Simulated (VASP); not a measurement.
# Cd in VASP: settings compared

The runs below take Cd through single point, with PBE-based screened hybrid with 25 % exact exchange, BLYP+D3(BJ).

All numbers are computed with VASP 6.6.1; they aren't measurements. Logs are shortened: lines on timing, memory, paths and dates and some standing lists are left out, and cuts for length are marked.

## Step 1: The cell of the first run

Symmetry: Im-3m, No. 229, cubic system. Conventional cell: a = 3.569 Å, b = 3.569 Å, c = 3.569 Å, α = 90.00°, β = 90.00°, γ = 90.00°. Within 4.1 Å of Cd (site symmetry m-3m) lie 14 Cd at 3.09 to 3.57 Å.

This isn't the form of Cd at room conditions, which is hcp.

## Step 2: Single point, PBE-based screened hybrid with 25 % exact exchange

Contents of POSCAR:

```
Cd
1.0
   -1.7843220000      1.7843220000      1.7843220000
    1.7843220000     -1.7843220000      1.7843220000
    1.7843220000      1.7843220000     -1.7843220000
Cd
1
Direct
    0.0000000000      0.0000000000      0.0000000000
```

Contents of INCAR.step1:

```
SYSTEM = Cd
  PREC = Accurate
  ENCUT = 400
  EDIFF = 1E-5
  ISMEAR = -1
  SIGMA = 0.1
  LREAL = .FALSE.
  LASPH = .TRUE.
  NELM = 120
  ALGO = Normal
  ISIF = 2
  LWAVE = .TRUE.
  NBANDS = 12
  GGA = PE
  GGA_COMPAT = .FALSE.
```

Contents of INCAR.step2:

```
SYSTEM = Cd
  PREC = Accurate
  ENCUT = 400
  EDIFF = 1E-6
  ISMEAR = -1
  SIGMA = 0.1
  LREAL = .FALSE.
  LASPH = .TRUE.
  NELM = 120
  ALGO = Normal
  ISIF = 2
  LWAVE = .FALSE.
  LCHARG = .TRUE.
  GGA = PE
  LHFCALC = .TRUE.
  AEXX = 0.25
  HFSCREEN = 0.3
  PRECFOCK = Normal
  LELF = .TRUE.
  LVHAR = .TRUE.
  NBANDS = 12
  ISTART = 1
  GGA_COMPAT = .FALSE.
```

Contents of KPOINTS:

```
Automatic mesh
0
G
  8 8 8
  0 0 0
```

Potentials or basis: VASP PAW PBE potentials, release 64 (Cd).

Launch:

```sh
cat potpaw_PBE.64/Cd/POTCAR > POTCAR
cp INCAR.step1 INCAR
mpirun -np 1 vasp_std > vasp.out
cp INCAR.step2 INCAR
mpirun -np 1 vasp_std > vasp.out
```

OUTCAR:

```text
SYSTEM = Cd
   PREC = Accurate
   ENCUT = 400
   EDIFF = 1E-6
   ISMEAR = -1
   LREAL = .FALSE.
   LASPH = .TRUE.
   NELM = 120
   ISIF = 2
   GGA = PE
   LHFCALC = .TRUE.
   AEXX = 0.25
   HFSCREEN = 0.3
   PRECFOCK = Normal
   ISTART = 1

 ion  position               nearest neighbor table
   1  0.000  0.000  0.000-

  LATTYP: Found a body centered cubic cell.
 ALAT       =     3.5686440000

  Lattice vectors:

 A1 = (  -1.7843220000,   1.7843220000,   1.7843220000)
 A2 = (   1.7843220000,  -1.7843220000,   1.7843220000)
 A3 = (   1.7843220000,   1.7843220000,  -1.7843220000)

Analysis of symmetry for initial positions (statically):
=====================================================================
 Subroutine PRICEL returns:
 Original cell was already a primitive cell.

 Routine SETGRP: Setting up the symmetry group for a
 body centered cubic supercell.

 Subroutine GETGRP returns: Found 48 space group operations
 (whereof 48 operations were pure point group operations)
 out of a pool of 48 trial point group operations.

The static configuration has the point symmetry O_h .

Analysis of symmetry for dynamics (positions and initial velocities):
=====================================================================
 Subroutine PRICEL returns:
 Original cell was already a primitive cell.

 Routine SETGRP: Setting up the symmetry group for a
 body centered cubic supercell.

 Subroutine GETGRP returns: Found 48 space group operations
 (whereof 48 operations were pure point group operations)
 out of a pool of 48 trial point group operations.

The dynamic configuration has the point symmetry O_h .

 Subroutine INISYM returns: Found 48 space group operations
 (whereof 48 operations are pure point group operations),
 and found     1 'primitive' translations

----------------------------------------------------------------------------------------

                                     Primitive cell

  volume of cell :      22.7237

  direct lattice vectors                    reciprocal lattice vectors
    -1.784322000  1.784322000  1.784322000     0.000000000  0.280218481  0.280218481
     1.784322000 -1.784322000  1.784322000     0.280218481  0.000000000  0.280218481
     1.784322000  1.784322000 -1.784322000     0.280218481  0.280218481  0.000000000

  length of vectors
     3.090536361  3.090536361  3.090536361     0.396288776  0.396288776  0.396288776

  position of ions in fractional coordinates (direct lattice)
     0.000000000  0.000000000  0.000000000

  ion indices of the primitive-cell ions
   primitive index   ion index
                 1           1

----------------------------------------------------------------------------------------

 KPOINTS: Automatic mesh

Automatic generation of k-mesh.
 Grid dimensions read from file:
 generate k-points for:    8    8    8

 Generating k-lattice:

  Cartesian coordinates                     Fractional coordinates (reciprocal lattice)
     0.000000000  0.035027310  0.035027310     0.125000000  0.000000000  0.000000000
     0.035027310  0.000000000  0.035027310     0.000000000  0.125000000  0.000000000
     0.035027310  0.035027310  0.000000000     0.000000000  0.000000000  0.125000000

  Length of vectors
     0.049536097  0.049536097  0.049536097

  Shift w.r.t. Gamma in fractional coordinates (k-lattice)
     0.000000000  0.000000000  0.000000000

 Subroutine IBZKPT returns following result:
 ===========================================

 Found     29 irreducible k-points:

 Following reciprocal coordinates:
            Coordinates               Weight
  0.000000  0.000000  0.000000      1.000000
  0.125000  0.000000  0.000000     12.000000
  0.250000  0.000000  0.000000     12.000000
  0.375000  0.000000  0.000000     12.000000
  0.500000  0.000000  0.000000      6.000000
  0.125000  0.125000  0.000000     24.000000
[... 16 lines left out ...]
 -0.250000  0.250000  0.250000      6.000000
 -0.375000  0.375000  0.250000     24.000000
 [... further k-points ...]
   k-points           NKPTS =     29   k-points in BZ     NKDIM =    512   number of bands    NBANDS=     12
   number of dos      NEDOS =    301   number of ions     NIONS =      1
   total plane-waves  NPLWV =   8000
   dimension x,y,z NGX =    20 NGY =   20 NGZ =   20
   dimension x,y,z NGXF=    40 NGYF=   40 NGZF=   40
   ions per type =               1
   NGX,Y,Z   is equivalent  to a cutoff of  10.76, 10.76, 10.76 a.u.
   NGXF,Y,Z  is equivalent  to a cutoff of  21.52, 21.52, 21.52 a.u.
 SYSTEM =  Cd
   PREC   = accura    normal or accurate (medium, high low for compatibility)
   ISTART =      1    job   : 0-new  1-cont  2-samecut
   ICHARG =      0    charge: 1-file 2-atom 10-const
   ISPIN  =      1    spin polarized calculation?
   LNONCOLLINEAR =      F non collinear calculations
   LSORBIT =      F    spin-orbit coupling
   LASPH  =      T    aspherical Exc in radial PAW
   ENCUT  =  400.0 eV  29.40 Ry    5.42 a.u.   5.04  5.04  5.04*2*pi/ulx,y,z
   NELM   =    120;   NELMIN=  2; NELMDL=  0     # of ELM steps
   EDIFF  = 0.1E-05   stopping-criterion for ELM
   LREAL  =      F    real-space projection
   EDIFFG = 0.1E-04   stopping-criterion for IOM
   NSW    =      0    number of steps for IOM
   IBRION =     -1    ionic relax: 0-MD 1-quasi-New 2-CG
   NFREE  =      0    steps in history (QN), initial steepest desc. (CG)
   ISIF   =      2    stress and relaxation
   ISYM   =      3    0-nonsym 1-usesym 2-fastsym
   POTIM  = 0.5000    time-step for ionic-motion
   TEBEG  =    0.0;   TEEND  =   0.0 temperature during run
   PSTRESS=    0.0 pullay stress
   NELECT =      12.0000    total number of electrons
   NUPDOWN=      -1.0000    fix difference up-down
   EMIN   =  10.00;   EMAX   =-10.00  energy-range for DOS
   EFERMI =   0.00;   METHOD = LEGACY
   ISMEAR =    -1;   SIGMA  =   0.10  broadening in eV -4-tet -1-fermi 0-gaus
   EFERMI_NEDOS =   21; number of points for ismear=-14 and -15
   IALGO  =     38    algorithm
   IMIX   =      1    mixing-type and parameters
     AMIX     =   0.40;   BMIX     =  1.00
     AMIX_MAG =   1.60;   BMIX_MAG =  1.00
  volume/ion in A,a.u.               =      22.72       153.35
  Fermi-wavevector in a.u.,A,eV,Ry     =   1.323250  2.500581 23.823686  1.750992
  Thomas-Fermi vector in A             =   2.452872
   LORBIT       =      0    0 simple, 1 ext, 2 COOP (PROOUT), +10 PAW based schemes
   GGA     = PE    functional components
   LHFCALC =     T    Hartree Fock is set to
   PRECFOCK=normal    Normal, Fast or Accurate (Low or Medium for compatibility)
   ENCUT4O =  -1.0   cutoff for four orbital integrals eV
   NKREDX  =     1    reduce k-point grid by
   NKREDY  =     1    reduce k-point grid by
   NKREDZ  =     1    reduce k-point grid by
   AEXX    =    0.2500 exact exchange contribution
   HFSCREEN=    0.3000 screening length (either q_TF or 0.3 A-1)
   HFSCREENC=   0.3000 screening length for correlation (either q_TF or 0.3 A-1)
   ENCUTFOCK=  -1.0 apply spherical cutoff to Coloumb kernel
   IVDW    =     0    specifies the selected vdW correction
   LEPSILON=     F    determine dielectric tensor
   LRPA    =     F    only Hartree local field effects (RPA)
 non-spin polarized calculation
  energy-cutoff  :      400.00
  volume of cell :       22.72
 maximum number of plane-waves:       427
  NGX = 16; NGY = 16; NGZ = 16

 number of electron      11.9999995 magnetization

 Free energy of the ion-electron system (eV)
  ---------------------------------------------------
  ext. energy  EPLUGINS =         0.00000000
  ---------------------------------------------------
  free energy    TOTEN  =        -0.81352800 eV

  energy without entropy =       -0.79791982  energy(sigma->0) =       -0.80572391

 E-fermi :   2.4756     XC(G=0):  -9.0194

 val. band max:        2.2490999865   @ k =  -0.3750   0.5000   0.2500
 cond. band min:       2.5434887973   @ k =   0.3750   0.2500   0.0000
 fundamental gap:      0.2943888108
 Fermi energy:         2.4756098593

 k-point     1 :       0.0000    0.0000    0.0000
  band No.  band energies     occupation
      1      -8.1585      2.00000
      2      -8.1585      2.00000
      3      -8.1585      2.00000
      4      -7.5481      2.00000
      5      -7.5481      2.00000
      6      -6.8846      2.00000
      7      18.5478      0.00000
      8      18.5478      0.00000
      9      18.5478      0.00000
     10      19.5027      0.00000
     11      19.5027      0.00000
     12      19.5027      0.00000

 k-point     2 :       0.1250    0.0000    0.0000
  band No.  band energies     occupation
      1      -8.2051      2.00000
      2      -8.1517      2.00000
      3      -8.0192      2.00000
      4      -7.5951      2.00000
      5      -7.5465      2.00000
      6      -6.4049      2.00000
      7      14.9655      0.00000
      8      17.1272      0.00000
      9      17.4859      0.00000
     10      18.0255      0.00000
     11      18.4173      0.00000
     12      19.4243      0.00000

 k-point     3 :       0.2500    0.0000    0.0000
  band No.  band energies     occupation
      1      -8.3140      2.00000
      2      -8.2460      2.00000
      3      -7.6642      2.00000
      4      -7.6382      2.00000
      5      -7.5395      2.00000
      6      -4.9108      2.00000
      7       9.8709      0.00000
      8      14.9282      0.00000
      9      14.9715      0.00000
     10      17.2567      0.00000
     11      17.7045      0.00000
     12      20.9066      0.00000

 k-point     4 :       0.3750    0.0000    0.0000
  band No.  band energies     occupation
      1      -8.4322      2.00000
      2      -8.4214      2.00000
      3      -7.6004      2.00000
      4      -7.5297      2.00000
      5      -7.2833      2.00000
      6      -2.4412      2.00000
      7       5.1730      0.00000
      8      13.1232      0.00000
      9      13.5637      0.00000
     10      16.7590      0.00000
     11      17.3761      0.00000
     12      23.2761      0.00000

 k-point     5 :       0.5000    0.0000    0.0000
  band No.  band energies     occupation
      1      -8.5208      2.00000
      2      -8.4653      2.00000
      3      -7.5740      2.00000
      4      -7.5249      2.00000
      5      -7.1169      2.00000
      6       0.3739      2.00000
      7       1.6106      1.99965
      8      12.4691      0.00000
      9      13.0786      0.00000
     10      16.5936      0.00000
     11      17.2986      0.00000
     12      24.1783      0.00000
[... 228 lines left out ...]
      1      -8.2081      2.00000
      2      -8.1082      2.00000
      3      -8.1082      2.00000
      4      -7.3930      2.00000
      5      -7.3930      2.00000
      6       3.5616      0.00004
      7       3.7822      0.00000
      8       3.7822      0.00000
      9      15.4638      0.00000
     10      16.9618      0.00000
     11      16.9618      0.00000
     12      19.5590      0.00000

 k-point    22 :       0.2500    0.2500    0.2500
  band No.  band energies     occupation
      1      -8.0855      2.00000
      2      -8.0855      2.00000
      3      -8.0855      2.00000
      4      -7.5155      2.00000
      5      -7.5155      2.00000
      6       3.9207      0.00000
      7       4.9228      0.00000
      8       4.9228      0.00000
      9       4.9228      0.00000
     10      27.5053      0.00000
     11      27.5072      0.00000
     12      27.5083      0.00000

 k-point    23 :      -0.2500    0.2500    0.2500
  band No.  band energies     occupation
      1      -8.0714      2.00000
      2      -7.8594      2.00000
      3      -7.8594      2.00000
      4      -7.8535      2.00000
      5      -7.6906      2.00000
      6      -2.9186      2.00000
      7      10.7509      0.00000
      8      10.7509      0.00000
      9      11.7399      0.00000
     10      12.7538      0.00000
     11      22.9408      0.00000
     12      22.9408      0.00000

 k-point    24 :      -0.3750    0.3750    0.2500
  band No.  band energies     occupation
      1      -8.2719      2.00000
      2      -8.0683      2.00000
      3      -7.8620      2.00000
      4      -7.6689      2.00000
      5      -7.3454      2.00000
      6      -0.5136      2.00000
      7       6.7119      0.00000
      8       9.1687      0.00000
      9      11.3256      0.00000
     10      13.7647      0.00000
     11      19.8343      0.00000
     12      22.5433      0.00000

 [... further k-points ...]

------------------------ aborting loop because EDIFF is reached ----------------------------------------

  FORCE on cell =-STRESS in cart. coord.  units (eV):
  Direction    XX          YY          ZZ          XY          YZ          ZX
  --------------------------------------------------------------------------------------
  -------------------------------------------------------------------------------------
  Total       -0.1900385     -0.1900385     -0.1900385      0.0000000     -0.0000000      0.0000000
  in kB      -13.3990068    -13.3990068    -13.3990068      0.0000000     -0.0000000      0.0000000
  external PRESSURE =     -13.3990068 kB  Pullay stress =       0.0000000 kB

 VOLUME and BASIS-vectors are now :
 -----------------------------------------------------------------------------
  energy-cutoff  :      400.00
  volume of cell :       22.72
      direct lattice vectors                 reciprocal lattice vectors
    -1.784322000  1.784322000  1.784322000     0.000000000  0.280218481  0.280218481
     1.784322000 -1.784322000  1.784322000     0.280218481  0.000000000  0.280218481
     1.784322000  1.784322000 -1.784322000     0.280218481  0.280218481  0.000000000

 POSITION                                       TOTAL-FORCE (eV/Angst)
 -----------------------------------------------------------------------------------
      0.00000      0.00000      0.00000         0.000000      0.000000      0.000000
 -----------------------------------------------------------------------------------
    total drift:                               -0.000002     -0.000022     -0.000033

  FREE ENERGIE OF THE ION-ELECTRON SYSTEM (eV)
  ---------------------------------------------------
  free  energy   TOTEN  =        -0.8135279950 eV

  energy  without entropy=       -0.7979198198  energy(sigma->0) =       -0.80572391
```

It took 12 min on 1 thread of Intel Xeon Platinum 8488C (Sapphire Rapids), shared host; peak memory 0.23 GiB.

What came out:

```yaml
Free_energy: -0.8135 eV
Pressure: -1.3 GPa
Band_gap_on_the_k_mesh: zero (bands 6 and 7 overlap by 4.71 eV)
```

Levels at points of the mesh, in eV from the Fermi level:
```
           k point  band 4  band 5  band 6  band 7  band 8  band 9
(0.00, 0.00, 0.00)  -10.02  -10.02   -9.36   16.07   16.07   16.07
(0.50, 0.00, 0.00)  -10.00   -9.59   -2.10   -0.87    9.99   10.60
(0.50, 0.50, 0.50)   -9.69   -9.69    3.84    3.84    3.84    6.39
```

Caveat: the PAW data sets were made with another functional, which shifts forces and pressure a little.

## Step 3: Single point, BLYP+D3(BJ) (the cell strained at random)

Contents of INCAR:

```
PREC     = Accurate       # precision mode
ENCUT    = 520            # plane-wave cutoff, eV
EDIFF    = 1E-6           # SCF threshold, eV
ISMEAR   = 1              # smearing method
SIGMA    = 0.1            # smearing width, eV
LREAL    = F              # projectors in reciprocal space
LASPH    = T              # aspherical terms in the spheres
NELM     = 100            # most SCF steps
ALGO     = Fast           # electronic algorithm
ISIF     = 2              # what is computed and relaxed
LWAVE    = F              # write WAVECAR
LCHARG   = F              # write CHGCAR
GGA      = B5             # functional
ALDAX    = 1.0          
AGGAX    = 1.0          
AGGAC    = 1.0          
ALDAC    = 0.0          
IVDW     = 12             # dispersion correction
VDW_S6   = 1.0          
VDW_S8   = 2.6996       
VDW_A1   = 0.4298       
VDW_A2   = 4.2359       
NBANDS   = 12             # bands
```

Contents of KPOINTS:

```
regular mesh
0
Gamma
  10 10 10
```

Contents of POSCAR:

```
Cd
1.0
   -1.7760310000      1.7292220000      1.8365210000
    1.7249720000     -1.7343650000      1.7906050000
    1.8343850000      1.7927180000     -1.8416640000
Cd
1
Direct
   -0.0285750000     -0.0072820000      0.0160280000
```

Potentials or basis: VASP PAW PBE potentials, release 64 (Cd).

Launch:

```sh
cat potpaw_PBE.64/Cd/POTCAR > POTCAR
mpirun -np 1 vasp_std > vasp.out
```

It took 1.9 min on 1 thread of AMD EPYC 7R43 (Zen 3), shared host; peak memory 0.21 GiB.

The run converged. Its results:

```yaml
Free_energy: -1.0022 eV
Pressure: -0.2 GPa
Band_gap_on_the_k_mesh: zero (bands 6 and 7 overlap by 4.44 eV)
Dispersion_energy_per_atom: -0.971 eV
```

Stress tensor (GPa, compression positive):
```
-0.17 -0.17 -0.25
-0.17 -0.32 -0.45
-0.25 -0.45 -0.07
```

Levels at points of the mesh, in eV from the Fermi level:
| k point | band 4 | band 5 | band 6 | band 7 | band 8 | band 9 |
| --- | --- | --- | --- | --- | --- | --- |
| (0.00, 0.00, 0.00) | -8.76 | -8.71 | -8.59 | 14.52 | 15.10 | 15.41 |
| (0.50, 0.00, 0.00) | -8.71 | -8.33 | -1.93 | -1.13 | 8.57 | 10.40 |
| (0.00, 0.50, 0.00) | -8.75 | -8.30 | -1.87 | -0.98 | 8.80 | 10.24 |
| (0.50, 0.50, 0.00) | -8.73 | -8.28 | -1.72 | -0.67 | 8.28 | 9.61 |
| (0.00, 0.00, 0.50) | -8.67 | -8.36 | -1.99 | -1.30 | 8.82 | 9.89 |
| (0.50, 0.00, 0.50) | -8.70 | -8.36 | -2.09 | -1.51 | 9.26 | 10.47 |
| (0.00, 0.50, 0.50) | -8.71 | -8.33 | -1.94 | -1.17 | 9.01 | 10.02 |
| (0.50, 0.50, 0.50) | -8.43 | -8.36 | 2.93 | 3.38 | 3.69 | 5.08 |

Caveat: the cell differs from its parent crystal (the cell strained at random); the PAW data sets were made with another functional, which shifts forces and pressure a little.
